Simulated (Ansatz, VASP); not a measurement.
**Two plane-wave programs on BiTe**

File INCAR:

```
PREC = Accurate ; ENCUT = 520
EDIFF = 1E-6 ; ISMEAR = 0
SIGMA = 0.15 ; LREAL = False
LASPH = True ; NELM = 60
ALGO = Normal ; ISIF = 2
LWAVE = False ; LCHARG = False
GGA = PS ; NBANDS = 18
```

KPOINTS

```
regular mesh
0
Gamma
  14 14 14
```

The input POSCAR:

```
BiTe
1.0
    0.0000000000      3.2350000000      3.2350000000
    3.2350000000      0.0000000000      3.2350000000
    3.2350000000      3.2350000000      0.0000000000
Bi Te
1 1
Direct
   -0.0115919629     -0.0115919629      0.0115919629
    0.5000000000      0.5000000000      0.5000000000
```

Input for Ansatz:

```yaml
crystal:
  lattice:
    - [0.0, 3.235, 3.235]
    - [3.235, 0.0, 3.235]
    - [3.235, 3.235, 0.0]
  atoms:
    - { symbol: Bi, position: [-0.0115919629, -0.0115919629, 0.0115919629] }
    - { symbol: Te, position: [0.5, 0.5, 0.5] }
basis:
  ecutwfc: 420
kpoints:
  mp_grid: { grid: [14, 14, 14] }
hamiltonian:
  xc: pbesol
scf:
  occupations: { method: gaussian, width: 0.15 }
output:
  forces: true
  stress: true
  eigenvalues: true
```

Change from the starting cell: all Bi atoms moved +0.075 Å, as atom 1 towards its neighbour atom 2 (Te) at 3.235 Å.

Alike in both runs: task single point; functional PBEsol; k mesh 14 × 14 × 14; occupations gaussian, width 0.15 eV; no spin polarisation.

|  | VASP | Ansatz |
| --- | --- | --- |
| version | VASP 6.6.1 | Ansatz 0.2.0 |
| potentials or method | VASP PAW PBE potentials, release 64 (Bi_d, Te), cutoff 520 eV | scalar-relativistic, plane waves, PAW |
| valence electrons in the cell | 21 | 31 |

```csv
,VASP,Ansatz,Ansatz less VASP
gap on the k mesh at the Fermi level (eV),none,none,-
pressure (GPa),-1.6,-1.6,+0.02
"traceless stress, the component that is largest in VASP (GPa)",0.09,0.09,-0.002
rms of the force components (eV/Å),0.100,0.099,-0.0009
```

VASP's potentials were made for PBE, not for PBEsol. Atom by atom the forces differ by 0.001 eV/Å (rms over components). A gap of «none» marks a metal or a gap that the smearing closes. With one functional, cell and mesh, what is left measures potentials, basis and numerics. VASP's potentials hold 21 valence electrons a cell and Ansatz's 31, so a difference there can come from the potentials and not from the codes.

Neither program's run includes spin-orbit coupling.
